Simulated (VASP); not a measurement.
Set up this calculation in VASP 6.6.1, as the native input.

```yaml
Task: single point
Functional: PBE
Potentials_or_basis: VASP PAW PBE potentials, release 64 (Ti_sv)
Cutoff: 550 eV
k_mesh: 10 × 10 × 10
Occupations: gaussian, width 0.15 eV
Spin: no spin polarisation
Dipole_correction: no
Second_try: not_converged
Further_INCAR_settings: ALGO = All; EDIFF = 1e-06; NBANDS = 45
```

The structure of Ti lies in POSCAR:

```
Ti
1.0
   -4.5790987815      0.0000000000      0.0000000000
   -2.2895493907      3.9656158712      2.8317615652
   -2.2895493907      3.9656158712     -2.8317615652
Ti
6
Direct
    0.0000000000      0.0000000000      0.0000000000
    0.0000000000      0.5000000000      0.5000000000
    0.6976771355      0.5749992983      0.0916673683
    0.6356561979      0.0749992983      0.5916673683
    0.3643438021      0.4250007017      0.9083326317
    0.3023228645      0.9250007017      0.4083326317
```

This cell differs from its parent crystal: atoms displaced along several vibrational modes.

One way to write it, as run:

INCAR

```
  ALGO = All
  EDIFF = 1E-6
  ENCUT = 550
  GGA = PE
  GGA_COMPAT = False
  ISEARCH = 1
  ISIF = 2
  ISMEAR = 0
  KPAR = 4
  LASPH = True
  LCHARG = False
  LREAL = False
  LWAVE = False
  NBANDS = 45
  NELM = 300
  PREC = Accurate
  SIGMA = 0.15
```

KPOINTS

```
k-points
0
Gamma
  10 10 10
```

Potentials or basis: VASP PAW PBE potentials, release 64 (Ti_sv).

Launch:

```console
$ cat potpaw_PBE.64/Ti_sv/POTCAR > POTCAR
$ mpirun -np 4 vasp_std > vasp.out
```

It gave:

- Pressure: -0.1 GPa
- Largest force: 0.319 eV/Å
- Band gap on the k mesh: zero (bands 36 and 37 overlap by 0.41 eV)

Caveat: the cell differs from its parent crystal (atoms displaced along several vibrational modes).

It took 7.7 min on 4 MPI ranks on Intel(R) Xeon(R) 6975P-C (Granite Rapids), on a shared host, peak memory 2.2 GiB a rank.
